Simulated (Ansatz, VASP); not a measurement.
Al3GaN4 in VASP and in Ansatz

```
Al Ga N
1.0
     0.00000   -4.40699    0.00000
     0.00000    0.00000   -4.40699
    11.81399    0.00000    0.00000
Al Ga N
6 2 8
Cartesian
  0.5394 -2.2035 -4.4070
  4.9464 -2.2035 -4.4070
  0.5394 0.0000 -2.2035
  4.9464 0.0000 -2.2035
  2.7429 -2.2035 -2.2035
  7.1499 -2.2035 -2.2035
  2.7429 0.0000 -4.4070
  7.1499 0.0000 -4.4070
  1.6178 -1.1251 -3.2819
  6.0248 -1.1251 -3.2819
  1.6178 -3.2819 -1.1251
  6.0248 -3.2819 -1.1251
  8.2750 -1.1251 -1.1251
  3.8680 -1.1251 -1.1251
  8.2750 -3.2819 -3.2819
  3.8680 -3.2819 -3.2819
```

Alike in both runs: task single point; functional PBEsol; k mesh 5 × 5 × 3; occupations gaussian, width 0.05 eV; no spin polarisation.

```csv
,VASP,Ansatz
version,VASP 6.6.1,Ansatz 0.2.0
potentials or method,"VASP PAW PBE potentials, release 64 (Al, Ga_d, N), cutoff 520 eV","scalar-relativistic, plane waves, PAW"
valence electrons in the cell,84,84
```

Ansatz gave:

* gap on the k mesh at the Fermi level (eV): none
* pressure (GPa): -1.9
* traceless stress, the component that is largest in VASP (GPa): 1.12
* rms of the force components (eV/Å): 0.541

Problem. Which values does VASP return?

Solution. gap on the k mesh at the Fermi level (eV): none; pressure (GPa): -1.9; traceless stress, the component that is largest in VASP (GPa): 1.20; rms of the force components (eV/Å): 0.540.

VASP's potentials were made for PBE, not for PBEsol. Atom by atom the forces differ by 0.008 eV/Å (rms over components). A gap of «none» marks a metal or a gap that the smearing closes.
